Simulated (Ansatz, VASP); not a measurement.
**One calculation of KBr, two programs**

Contents of INCAR:

```
SYSTEM = KBr
  ALGO = Normal
  EDIFF = 1E-7
  ENCUT = 520
  GGA = PE
  ISIF = 2
  ISMEAR = 0
  LASPH = .TRUE.
  LCHARG = .FALSE.
  LREAL = .FALSE.
  LWAVE = .FALSE.
  NBANDS = 15
  NELM = 100
  PREC = Accurate
  SIGMA = 0.01
```

Contents of KPOINTS:

```
k-points
0
G
  6 6 6
  0 0 0
```

The input POSCAR:

```
KBr
1.0
    0.0000000000      3.3855095702      3.3855095702
    3.3855095702      0.0000000000      3.3855095702
    3.3855095702      3.3855095702      0.0000000000
K Br
1 1
Direct
    0.0000000000      0.0000000000      0.0000000000
    0.5000000000      0.5000000000      0.5000000000
```

Input for Ansatz:

```yaml
crystal:
  lattice:
    - [0.0, 3.3855095702, 3.3855095702]
    - [3.3855095702, 0.0, 3.3855095702]
    - [3.3855095702, 3.3855095702, 0.0]
  atoms:
    - { symbol: K, position: [0.0, 0.0, 0.0] }
    - { symbol: Br, position: [0.5, 0.5, 0.5] }
kpoints:
  mp_grid: { grid: [6, 6, 6] }
hamiltonian:
  xc: pbe
scf:
  occupations: { method: fixed }
  n_extra_bands: 4
output:
  forces: true
  stress: true
  eigenvalues: true
```

Alike in both runs: task single point; functional PBE; k mesh 6 × 6 × 6; no spin polarisation.

|  | VASP | Ansatz |
| --- | --- | --- |
| version | VASP 6.6.1 | Ansatz 0.2.0 |
| potentials or method | VASP PAW PBE potentials, release 64 (K_sv, Br) | plane waves, PAW |
| plane-wave cutoff (eV) | 520 | 420 |
| occupations | gaussian, width 0.01 eV | fixed |
| valence electrons in the cell | 16 | 16 |

Ansatz gave:

```
gap on the k mesh at the Fermi level (eV) : 4.24
pressure (GPa)                            : -0.4
```

Which values does VASP return?

gap on the k mesh at the Fermi level (eV): 4.24; pressure (GPa): -0.3.
